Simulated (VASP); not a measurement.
## Ta: single point with RPBE

Crystal: Ta.

```xyz
2
Lattice="0.0000 3.0810 3.0810 3.0810 0.0000 3.0810 3.0810 3.0810 0.0000" Properties=species:S:1:pos:R:3 pbc="T T T"
Ta    0.7702    0.7702    0.7702
Ta    5.3917    5.3917    5.3917
```

This isn't the form of Ta at room conditions, which is bcc.

```json
{
 "Program": "VASP 6.6.1",
 "Task": "single point",
 "Functional": "RPBE",
 "Potentials or basis": "VASP PAW PBE potentials, release 64 (Ta_pv)",
 "Cutoff": "520 eV",
 "k mesh": "15 × 15 × 15",
 "Occupations": "fermi-dirac, width 0.1 eV",
 "Spin": "no spin polarisation",
 "Dipole correction": "no",
 "Further INCAR settings": "ALGO = Normal; EDIFF = 1e-06; NBANDS = 18"
}
```

The pressure is 0.0 GPa and the band gap on the k mesh is zero (bands 11 and 12 overlap by 0.75 eV).

Levels at points of the mesh, in eV from the Fermi level:
```tsv
k point	band 9	band 10	band 11	band 12	band 13	band 14
(0.00, 0.00, 0.00)	-0.89	-0.30	-0.30	-0.30	1.96	1.96
```

Wall time 100 s on 1 thread of Intel Xeon 8259CL (shared host), peak memory 0.25 GiB.

Caveat: the PAW data sets were made with another functional, which shifts forces and pressure a little; spin-orbit coupling is left out, which moves the levels of the heavy elements.
